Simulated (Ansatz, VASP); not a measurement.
# One calculation of Ta, two programs

```
Ta
1.0
     0.00000    1.82975    1.82975
     1.82975    0.00000    1.82975
     1.82975    1.82975    0.00000
Ta
1
Direct
  0.00000 0.00000 0.00000
```

Change from the starting cell: volume scaled by 0.65, LAPW.

Alike in both runs: task single point; functional PBE; k mesh 16 × 16 × 16; occupations fermi-dirac, width 0.1 eV; no spin polarisation.

```csv
,VASP,Ansatz
version,VASP 6.6.1,Ansatz 0.2.0
potentials or method,"VASP PAW PBE potentials, release 64 (Ta_pv), cutoff 520 eV","all-electron LAPW, scalar-relativistic"
```

```tsv
	VASP	Ansatz	Ansatz less VASP
pressure (GPa)	177.6	172.8	-4.82
```

Both programs put the cell under a high pressure, so it lies far from rest at this level. Ansatz ran all-electron here, and VASP with PAW potentials.

Neither program's run includes spin-orbit coupling. Noted on VASP's run: the cell as given lies far from equilibrium.
